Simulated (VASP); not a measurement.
# KI (P1) in VASP: further runs, part 2 of 2

VASP 6.6.1.

### Step 3. Single point, r2SCAN

This run uses another cell than the first one, of 44.09 Å³/atom.

File POSCAR:

```
KI
1.0
    0.0000000000      3.5327800000      3.5327800000
    3.5327800000      0.0000000000      3.5327800000
    3.5327800000      3.5327800000      0.0000000000
K I
1 1
Direct
    0.9927000000      0.0452400000      0.9804300000
    0.4507500000      0.5403300000      0.5455700000
```

File INCAR.step1:

```
ALGO = Normal
EDIFF = 1E-5
ENCUT = 550
GGA = PE
GGA_COMPAT = F
ISMEAR = -1
LASPH = T
LCHARG = F
LREAL = F
LWAVE = T
NBANDS = 15
NELM = 120
PREC = Accurate
SIGMA = 0.05
```

File INCAR.step2:

```
ALGO = Normal
EDIFF = 1E-6
ENCUT = 550
GGA_COMPAT = F
ISIF = 2
ISMEAR = -1
ISTART = 1
LASPH = T
LCHARG = T
LELF = T
LMIXTAU = T
LREAL = F
LVHAR = T
LWAVE = F
METAGGA = R2SCAN
NBANDS = 15
NELM = 120
PREC = Accurate
SIGMA = 0.05
```

File KPOINTS:

```
k-points
0
Gamma
  3 3 3
```

Potentials or basis: VASP PAW PBE potentials, release 64 (K_sv, I).

Started as:

```bash
$ cat potpaw_PBE.64/K_sv/POTCAR potpaw_PBE.64/I/POTCAR > POTCAR
$ cp INCAR.step1 INCAR
$ mpirun -np 1 vasp_std > vasp.out
$ cp INCAR.step2 INCAR
$ mpirun -np 1 vasp_std > vasp.out
```

OUTCAR:

```text
EDIFF = 1E-6
   ENCUT = 550
   ISIF = 2
   ISMEAR = -1
   ISTART = 1
   LASPH = T
   LREAL = F
   METAGGA = R2SCAN
   NELM = 120
   PREC = Accurate

 ion  position               nearest neighbor table
   1  0.993  0.045  0.980-   2 3.33   2 3.37   2 3.46   2 3.62
   2  0.451  0.540  0.546-   1 3.33   1 3.37   1 3.46   1 3.62

  LATTYP: Found a face centered cubic cell.
 ALAT       =     7.0655600000

  Lattice vectors:

 A1 = (   0.0000000000,   3.5327800000,   3.5327800000)
[... 425 lines left out ...]
------------------------ aborting loop because EDIFF is reached ----------------------------------------

  FORCE on cell =-STRESS in cart. coord.  units (eV):
  Direction    XX          YY          ZZ          XY          YZ          ZX
  --------------------------------------------------------------------------------------
  -------------------------------------------------------------------------------------
  Total        0.4638316      0.1180874      0.3004877     -0.0381972      0.0285584      0.0803533
  in kB        8.4273525      2.1455298      5.4595583     -0.6940053      0.5188772      1.4599387
  external PRESSURE =       5.3441469 kB  Pullay stress =       0.0000000 kB

 VOLUME and BASIS-vectors are now :
 -----------------------------------------------------------------------------
  energy-cutoff  :      550.00
  volume of cell :       88.18
      direct lattice vectors                 reciprocal lattice vectors
     0.000000000  3.532780000  3.532780000    -0.141531598  0.141531598  0.141531598
     3.532780000  0.000000000  3.532780000     0.141531598 -0.141531598  0.141531598
     3.532780000  3.532780000  0.000000000     0.141531598  0.141531598 -0.141531598

 POSITION                                       TOTAL-FORCE (eV/Angst)
 -----------------------------------------------------------------------------------
      3.62347      6.97063      3.66681         0.269676      0.088829     -0.195455
      3.83625      3.51978      3.50127        -0.269676     -0.088829      0.195455
 -----------------------------------------------------------------------------------
    total drift:                               -0.000368     -0.000227      0.000405

  FREE ENERGIE OF THE ION-ELECTRON SYSTEM (eV)
  ---------------------------------------------------
  free  energy   TOTEN  =       -33.9282636265 eV

  energy  without entropy=      -33.9282636264  energy(sigma->0) =      -33.92826363
```

OUTCAR.step1:

```text
EDIFF = 1E-5
   ENCUT = 550
   GGA = PE
   ISMEAR = -1
   LASPH = T
   LREAL = F
[... 458 lines left out ...]
 -----------------------------------------------------------------------------------
      3.62347      6.97063      3.66681         0.247499      0.081174     -0.179043
      3.83625      3.51978      3.50127        -0.247499     -0.081174      0.179043
 -----------------------------------------------------------------------------------
    total drift:                               -0.000618     -0.000294      0.000565

  FREE ENERGIE OF THE ION-ELECTRON SYSTEM (eV)
  ---------------------------------------------------
  free  energy   TOTEN  =        -5.5031329290 eV

  energy  without entropy=       -5.5031329290  energy(sigma->0) =       -5.50313293
```

Wall time 62 s (1 thread of Intel Xeon Platinum 8488C (Sapphire Rapids), shared host); peak memory 0.25 GiB.

What came out:

```
Free energy            : -33.9283 eV
Pressure               : 0.5 GPa
Largest force          : 0.345 eV/Å
Band gap on the k mesh : 4.62 eV
```

Forces in eV/Å, atoms in the order of the input:
```
K    0.270  0.089 -0.195
I   -0.270 -0.089  0.195
```

Stress tensor (GPa, compression positive):
```
 0.84 -0.07  0.15
-0.07  0.21  0.05
 0.15  0.05  0.55
```

Levels at points of the mesh, in eV from the valence-band top:
| k point | band 4 | band 5 | band 6 | band 7 | band 8 | band 9 | band 10 | band 11 | band 12 | band 13 |
| --- | --- | --- | --- | --- | --- | --- | --- | --- | --- | --- |
| (0.00, 0.00, 0.00) | -12.36 | -10.79 | -0.01 | -0.01 | 0.00 | 4.62 | 7.05 | 7.09 | 7.17 | 7.96 |

Caveat: the k points lie up to 0.51 Å⁻¹ apart; the PAW data sets were made with another functional, which shifts forces and pressure a little; spin-orbit coupling is left out, which moves the levels of the heavy elements.

### Step 4. Single point, r2SCAN

This run uses another cell than the first one, of 44.09 Å³/atom.

Changes to POSCAR since step 3:

```diff
@@ -9,2 +9,2 @@
     0.9927000000      0.0452400000      0.9804300000
-    0.4507500000      0.5403300000      0.5455700000
+    0.4500423420      0.5410376580      0.5462776580
```

File INCAR.step1:

```
PREC = Accurate
ENCUT = 550
ISMEAR = -1
SIGMA = 0.05
LREAL = F
LASPH = T
NELM = 120
NBANDS = 15
GGA = PE
ALGO = Normal
EDIFF = 1E-5
LWAVE = T
LCHARG = F
GGA_COMPAT = F
```

File INCAR.step2:

```
PREC = Accurate
ENCUT = 550
EDIFF = 1E-6
ISMEAR = -1
SIGMA = 0.05
LREAL = F
LASPH = T
NELM = 120
ALGO = Normal
ISIF = 2
LWAVE = F
LCHARG = F
METAGGA = R2SCAN
LMIXTAU = T
NBANDS = 15
ISTART = 1
GGA_COMPAT = F
```

File KPOINTS:

```
Automatic mesh
0
Gamma
  3 3 3
```

Started as:

```bash
$ cat potpaw_PBE.64/K_sv/POTCAR potpaw_PBE.64/I/POTCAR > POTCAR
$ cp INCAR.step1 INCAR
$ mpirun -np 1 vasp_std > vasp.out
$ cp INCAR.step2 INCAR
$ mpirun -np 1 vasp_std > vasp.out
```

Run time: 59 s. Hardware: 1 thread of Intel Xeon Platinum 8488C (Sapphire Rapids), shared host; peak memory 0.25 GiB.

The run converged. Its results:

```
Free energy            : -33.9269 eV
Pressure               : 0.5 GPa
Largest force          : 0.350 eV/Å
Band gap on the k mesh : 4.62 eV
```

Forces in eV/Å, atoms in the order of the input:
```
K    0.278  0.089 -0.195
I   -0.278 -0.089  0.195
```

Stress tensor (GPa, compression positive):
```
 0.88 -0.07  0.15
-0.07  0.21  0.05
 0.15  0.05  0.54
```

Levels at points of the mesh, in eV from the valence-band top:
```csv
k point,band 6,band 7,band 8,band 9,band 10,band 11
"(0.00, 0.00, 0.00)",-0.01,-0.01,0.00,4.62,7.05,7.10
```

Caveat: the k points lie up to 0.51 Å⁻¹ apart; the PAW data sets were made with another functional, which shifts forces and pressure a little; spin-orbit coupling is left out, which moves the levels of the heavy elements. r2SCAN opens gaps a little over a GGA but as a rule still falls short of measured ones.

### Step 5. Single point, r2SCAN

This run uses another cell than the first one, of 44.09 Å³/atom.

Changes to POSCAR since step 4:

```diff
@@ -9,2 +9,2 @@
     0.9927000000      0.0452400000      0.9804300000
-    0.4500423420      0.5410376580      0.5462776580
+    0.4514576580      0.5396223420      0.5448623420
```

File INCAR.step1:

```
SYSTEM = KI
ALGO = Normal
EDIFF = 1E-5
ENCUT = 550
GGA = PE
GGA_COMPAT = .FALSE.
ISMEAR = -1
LASPH = .TRUE.
LCHARG = .FALSE.
LREAL = .FALSE.
LWAVE = .TRUE.
NBANDS = 15
NELM = 120
PREC = Accurate
SIGMA = 0.05
```

File INCAR.step2:

```
SYSTEM = KI
ALGO = Normal
EDIFF = 1E-6
ENCUT = 550
GGA_COMPAT = .FALSE.
ISIF = 2
ISMEAR = -1
ISTART = 1
LASPH = .TRUE.
LCHARG = .FALSE.
LMIXTAU = .TRUE.
LREAL = .FALSE.
LWAVE = .FALSE.
METAGGA = R2SCAN
NBANDS = 15
NELM = 120
PREC = Accurate
SIGMA = 0.05
```

File KPOINTS:

```
k-points
0
G
  3 3 3
  0 0 0
```

Started as:

```bash
$ cat potpaw_PBE.64/K_sv/POTCAR potpaw_PBE.64/I/POTCAR > POTCAR
$ cp INCAR.step1 INCAR
$ mpirun -np 1 vasp_std > vasp.out
$ cp INCAR.step2 INCAR
$ mpirun -np 1 vasp_std > vasp.out
```

It took 58 s on 1 thread of Intel Xeon Platinum 8488C (Sapphire Rapids), shared host; peak memory 0.25 GiB.

The run converged. Its results:

```yaml
Free_energy: -33.9296 eV
Pressure: 0.5 GPa
Largest_force: 0.339 eV/Å
Band_gap_on_the_k_mesh: 4.61 eV
```

Forces on the atoms (eV/Å):
```
K    0.262  0.089 -0.196
I   -0.262 -0.089  0.196
```

Stress tensor (GPa, compression positive):
```
 0.81 -0.07  0.14
-0.07  0.22  0.05
 0.14  0.05  0.55
```

Levels at points of the mesh, in eV from the valence-band top:
| k point | band 5 | band 6 | band 7 | band 8 | band 9 | band 10 | band 11 | band 12 |
| --- | --- | --- | --- | --- | --- | --- | --- | --- |
| (0.00, 0.00, 0.00) | -10.79 | -0.01 | -0.01 | 0.00 | 4.61 | 7.05 | 7.09 | 7.17 |

Caveat: the k points lie up to 0.51 Å⁻¹ apart; the PAW data sets were made with another functional, which shifts forces and pressure a little; spin-orbit coupling is left out, which moves the levels of the heavy elements. r2SCAN opens gaps a little over a GGA but as a rule still falls short of measured ones.

### Step 6. Single point, r2SCAN

This run uses another cell than the first one, of 44.09 Å³/atom.

Changes to POSCAR since step 5:

```diff
@@ -9,2 +9,2 @@
     0.9927000000      0.0452400000      0.9804300000
-    0.4514576580      0.5396223420      0.5448623420
+    0.4479193680      0.5431606320      0.5484006320
```

File INCAR.step1:

```
SYSTEM = KI
PREC = Accurate ; ENCUT = 550
ISMEAR = -1 ; SIGMA = 0.05
LREAL = .FALSE. ; LASPH = .TRUE.
NELM = 120 ; NBANDS = 15
GGA = PE ; ALGO = Normal
EDIFF = 1E-5 ; LWAVE = .TRUE.
LCHARG = .FALSE. ; GGA_COMPAT = .FALSE.
```

File INCAR.step2:

```
SYSTEM = KI
PREC = Accurate ; ENCUT = 550
EDIFF = 1E-6 ; ISMEAR = -1
SIGMA = 0.05 ; LREAL = .FALSE.
LASPH = .TRUE. ; NELM = 120
ALGO = Normal ; ISIF = 2
LWAVE = .FALSE. ; LCHARG = .FALSE.
METAGGA = R2SCAN ; LMIXTAU = .TRUE.
NBANDS = 15 ; ISTART = 1
GGA_COMPAT = .FALSE.
```

File KPOINTS:

```
regular mesh
0
G
  3 3 3
  0 0 0
```

Potentials or basis: VASP PAW PBE potentials, release 64 (K_sv, I).

Started as:

```bash
$ cat potpaw_PBE.64/K_sv/POTCAR potpaw_PBE.64/I/POTCAR > POTCAR
$ cp INCAR.step1 INCAR
$ mpirun -np 1 vasp_std > vasp.out
$ cp INCAR.step2 INCAR
$ mpirun -np 1 vasp_std > vasp.out
```

Run time: 66 s. Hardware: 1 thread of Intel Xeon Platinum 8488C (Sapphire Rapids), shared host; peak memory 0.25 GiB.

It converged, with:

```
Free energy            : -33.9226 eV
Pressure               : 0.6 GPa
Largest force          : 0.369 eV/Å
Band gap on the k mesh : 4.62 eV
```

Forces on the atoms (eV/Å):
```
K    0.302  0.088 -0.193
I   -0.302 -0.088  0.193
```

Stress tensor (GPa, compression positive):
```
 0.98 -0.08  0.16
-0.08  0.20  0.05
 0.16  0.05  0.53
```

Levels at points of the mesh, in eV from the valence-band top:
```csv
k point,band 4,band 5,band 6,band 7,band 8,band 9,band 10,band 11,band 12,band 13
"(0.00, 0.00, 0.00)",-12.35,-10.79,-0.01,-0.01,0.00,4.62,7.05,7.10,7.19,7.97
```

Caveat: the k points lie up to 0.51 Å⁻¹ apart; the PAW data sets were made with another functional, which shifts forces and pressure a little; spin-orbit coupling is left out, which moves the levels of the heavy elements.

### Step 7. Single point, r2SCAN

This run uses another cell than the first one, of 44.31 Å³/atom.

File POSCAR:

```
KI
1.0
    0.0000000000      3.5386581806      3.5386581806
    3.5386581806      0.0000000000      3.5386581806
    3.5386581806      3.5386581806      0.0000000000
K I
1 1
Direct
    0.9927000000      0.0452400000      0.9804300000
    0.4507500000      0.5403300000      0.5455700000
```

File INCAR.step1:

```
PREC = Accurate ; ENCUT = 550
ISMEAR = -1 ; SIGMA = 0.05
LREAL = False ; LASPH = True
NELM = 120 ; NBANDS = 15
GGA = PE ; ALGO = Normal
EDIFF = 1E-5 ; LWAVE = True
LCHARG = False ; GGA_COMPAT = False
```

File INCAR.step2:

```
PREC = Accurate ; ENCUT = 550
EDIFF = 1E-6 ; ISMEAR = -1
SIGMA = 0.05 ; LREAL = False
LASPH = True ; NELM = 120
ALGO = Normal ; ISIF = 2
LWAVE = False ; LCHARG = False
METAGGA = R2SCAN ; LMIXTAU = True
NBANDS = 15 ; ISTART = 1
GGA_COMPAT = False
```

File KPOINTS:

```
Automatic mesh
0
Gamma
  3 3 3
```

Started as:

```bash
$ cat potpaw_PBE.64/K_sv/POTCAR potpaw_PBE.64/I/POTCAR > POTCAR
$ cp INCAR.step1 INCAR
$ mpirun -np 1 vasp_std > vasp.out
$ cp INCAR.step2 INCAR
$ mpirun -np 1 vasp_std > vasp.out
```

Wall time 86 s (1 thread of Intel Xeon Platinum 8488C (Sapphire Rapids), shared host); peak memory 0.25 GiB.

It converged, with:

* Free energy: -33.9297 eV
* Pressure: 0.5 GPa
* Largest force: 0.337 eV/Å
* Band gap on the k mesh: 4.60 eV

Forces on the atoms (eV/Å):
```
K    0.264  0.087 -0.191
I   -0.264 -0.087  0.191
```

Stress tensor (GPa, compression positive):
```
 0.77 -0.07  0.14
-0.07  0.15  0.05
 0.14  0.05  0.48
```

Levels at points of the mesh, in eV from the valence-band top:
```csv
k point,band 4,band 5,band 6,band 7,band 8,band 9,band 10,band 11,band 12,band 13
"(0.00, 0.00, 0.00)",-12.36,-10.79,-0.01,-0.01,0.00,4.60,7.05,7.10,7.18,7.96
```

Caveat: the k points lie up to 0.51 Å⁻¹ apart; the PAW data sets were made with another functional, which shifts forces and pressure a little; spin-orbit coupling is left out, which moves the levels of the heavy elements. r2SCAN opens gaps a little over a GGA but as a rule still falls short of measured ones.

### Step 8. Overview

| cell | gap on the mesh (eV) | pressure (GPa) | largest force (eV/Å) |
| --- | --- | --- | --- |
| a = 4.988 Å, angles 60.0°, 2 atoms, atomic positions A | 4.63 | 0.6 | 0.35 |
| a = 4.996 Å, angles 60.0°, 2 atoms, atomic positions A | 4.61 | 0.5 | 0.34 |
| a = 4.996 Å, angles 60.0°, 2 atoms, atomic positions B | 4.62 | 0.6 | 0.37 |
| a = 5.004 Å, angles 60.0°, 2 atoms, atomic positions A | 4.60 | 0.5 | 0.34 |

Alike in all rows: task single point; level r2SCAN; potentials or basis VASP PAW PBE potentials, release 64 (K_sv, I); no spin polarisation; k mesh 3 × 3 × 3; cutoff (eV) 550; smearing fermi-dirac 0.05 eV.

Caveats: all runs use coarse meshes; the PAW data sets were made with another functional, which shifts forces and pressure a little; spin-orbit coupling is left out, which moves the levels of the heavy elements.

Absolute energies hang on the potentials; compare differences alone.
